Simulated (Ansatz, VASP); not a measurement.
## KBr in VASP and in Ansatz

File INCAR:

```
SYSTEM = KBr
PREC     = Accurate       ! precision mode
ENCUT    = 520            ! plane-wave cutoff, eV
EDIFF    = 1E-6           ! SCF threshold, eV
ISMEAR   = 0              ! smearing method
SIGMA    = 0.01           ! smearing width, eV
LREAL    = .FALSE.        ! projectors in reciprocal space
LASPH    = .TRUE.         ! aspherical terms in the spheres
NELM     = 100            ! most SCF steps
ALGO     = Normal         ! electronic algorithm
ISIF     = 2              ! what is computed and relaxed
LWAVE    = .FALSE.        ! write WAVECAR
LCHARG   = .TRUE.         ! write CHGCAR
GGA      = PE             ! functional
LELF     = .TRUE.         ! ELF
LVHAR    = .TRUE.       
NBANDS   = 15             ! bands
```

File KPOINTS:

```
regular mesh
0
G
  6 6 6
  0 0 0
```

File POSCAR:

```
KBr
1.0
    0.0000000000      3.7584917948      3.7584917948
    3.7584917948      0.0000000000      3.7584917948
    3.7584917948      3.7584917948      0.0000000000
K Br
1 1
Direct
    0.0000000000      0.0000000000      0.0000000000
    0.2500000000      0.2500000000      0.2500000000
```

Input for Ansatz:

```yaml
crystal:
  lattice:
    - [0.0, 3.7584917948, 3.7584917948]
    - [3.7584917948, 0.0, 3.7584917948]
    - [3.7584917948, 3.7584917948, 0.0]
  atoms:
    - { symbol: K, position: [0.0, 0.0, 0.0] }
    - { symbol: Br, position: [0.25, 0.25, 0.25] }
kpoints:
  mp_grid: { grid: [6, 6, 6] }
hamiltonian:
  xc: pbe
scf:
  occupations: { method: fixed }
  n_extra_bands: 4
output:
  forces: true
  stress: true
  eigenvalues: true
```

Alike in both runs: task single point; functional PBE; k mesh 6 × 6 × 6; no spin polarisation.

```csv
,VASP,Ansatz
version,VASP 6.6.1,Ansatz 0.2.0
potentials or method,"VASP PAW PBE potentials, release 64 (K_sv, Br)","plane waves, PAW"
plane-wave cutoff (eV),520,420
occupations,"gaussian, width 0.01 eV",fixed
valence electrons in the cell,16,16
```

```tsv
	VASP	Ansatz	Ansatz less VASP
gap on the k mesh at the Fermi level (eV)	4.18	4.18	+0.001
pressure (GPa)	-0.2	-0.3	-0.02
```
